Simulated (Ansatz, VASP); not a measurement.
B in VASP and in Ansatz

POSCAR

```
B
1.0
    2.3144019239      0.0000000000      0.0000000000
    0.0000000000      2.3144019239      0.0000000000
    0.0000000000      0.0000000000      1.5643577781
B
1
Direct
    0.5000000000      0.5000000000      0.5000000000
```

The input INCAR.step1:

```
SYSTEM = B
ALGO     = Normal         ! electronic algorithm
EDIFF    = 1E-5           ! SCF threshold, eV
ENCUT    = 520            ! plane-wave cutoff, eV
GGA      = PE             ! functional
ISIF     = 2              ! what is computed and relaxed
ISMEAR   = -1             ! smearing method
LASPH    = .True.         ! aspherical terms in the spheres
LREAL    = .False.        ! projectors in reciprocal space
LWAVE    = .True.         ! write WAVECAR
NBANDS   = 8              ! bands
NELM     = 100            ! most SCF steps
PREC     = Accurate       ! precision mode
SIGMA    = 0.05           ! smearing width, eV
```

The input INCAR.step2:

```
SYSTEM = B
AEXX     = 0.2            ! exact-exchange fraction
AGGAC    = 0.81         
AGGAX    = 0.72         
ALDAC    = 0.19         
ALGO     = Normal         ! electronic algorithm
EDIFF    = 1E-7           ! SCF threshold, eV
ENCUT    = 520            ! plane-wave cutoff, eV
GGA      = B3             ! functional
ISIF     = 2              ! what is computed and relaxed
ISMEAR   = -1             ! smearing method
ISTART   = 1            
LASPH    = .True.         ! aspherical terms in the spheres
LCHARG   = .True.         ! write CHGCAR
LELF     = .True.         ! ELF
LHFCALC  = .True.         ! exact exchange
LREAL    = .False.        ! projectors in reciprocal space
LVHAR    = .True.       
LWAVE    = .False.        ! write WAVECAR
NBANDS   = 8              ! bands
NELM     = 100            ! most SCF steps
PREC     = Accurate       ! precision mode
PRECFOCK = Normal       
SIGMA    = 0.05           ! smearing width, eV
```

KPOINTS

```
k-points
0
Gamma
  6 6 8
  0 0 0
```

File input.yaml:

```yaml
crystal:
  lattice:
    - [2.3144019239, 0.0, 0.0]
    - [0.0, 2.3144019239, 0.0]
    - [0.0, 0.0, 1.5643577781]
  atoms:
    - { symbol: B, position: [0.5, 0.5, 0.5] }
hamiltonian:
  xc: b3lyp
  pseudopotentials: { kind: paw }
kpoints:
  mp_grid: { grid: [6, 6, 8] }
scf:
  occupations: { method: fermi_dirac, width: 0.05 }
output:
  forces: true
  stress: true
  eigenvalues: true
  write_density: true
  write_potential: true
  elf: true
  volumetric_format: npy
```

Alike in both runs: task single point; functional B3LYP; k mesh 6 × 6 × 8; occupations fermi-dirac, width 0.05 eV; no spin polarisation.

|  | VASP | Ansatz |
| --- | --- | --- |
| version | VASP 6.6.1 | Ansatz 0.2.0 |
| potentials or method | VASP PAW PBE potentials, release 64 (B) | Ansatz PAW |
| plane-wave cutoff (eV) | 520 | 420 |
| valence electrons in the cell | 3 | 3 |

Ansatz gave:

```
gap on the k mesh at the Fermi level (eV)                     : none
pressure (GPa)                                                : 8.9
traceless stress, the component that is largest in VASP (GPa) : -6.10
```

Task: Estimate VASP's values.

Result: gap on the k mesh at the Fermi level (eV): none; pressure (GPa): 8.6; traceless stress, the component that is largest in VASP (GPa): -6.81.

VASP's potentials were made for PBE, not for B3LYP. A gap of «none» marks a metal or a gap that the smearing closes.

The k mesh is coarse, so the values compare programs but aren't converged.
